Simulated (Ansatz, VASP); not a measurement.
**CuO in VASP and in Ansatz**

```
Cu O
1.0
     3.28802    0.00000    0.00000
    -1.64401    2.84751    0.00000
     0.00000    0.00000    5.38502
Cu O
2 2
Direct
  0.66667 0.33333 0.00000
  0.33333 0.66667 0.50000
  0.66667 0.33333 0.62520
  0.33333 0.66667 0.12520
```

Alike in both runs: functional PBEsol; k mesh 9 × 9 × 5; occupations fermi-dirac, width 0.05 eV; no spin polarisation.

|  | VASP | Ansatz |
| --- | --- | --- |
| version | VASP 6.6.1 | Ansatz 0.2.0 |
| potentials or method | VASP PAW PBE potentials, release 64 (Cu, O) | Ansatz PAW |
| plane-wave cutoff (eV) | 520 | 420 |
| valence electrons in the cell | 34 | 50 |
| task | single point | band structure |

|  | VASP | Ansatz | Ansatz less VASP |
| --- | --- | --- | --- |
| gap on the k mesh at the Fermi level (eV) | none | none | - |
| pressure (GPa) | -14.7 | -15.1 | -0.48 |
| traceless stress, the component that is largest in VASP (GPa) | 0.88 | 0.91 | +0.032 |
| rms of the force components (eV/Å) | 0.040 | 0.041 | +0.0009 |

VASP's potentials were made for PBE, not for PBEsol. Atom by atom the forces differ by 0.001 eV/Å (rms over components). A gap of «none» marks a metal or a gap that the smearing closes. The functional is the same, so the differences come from potentials, cutoffs and numerics. VASP's potentials hold 34 valence electrons a cell and Ansatz's 50, so a difference there can come from the potentials and not from the codes.
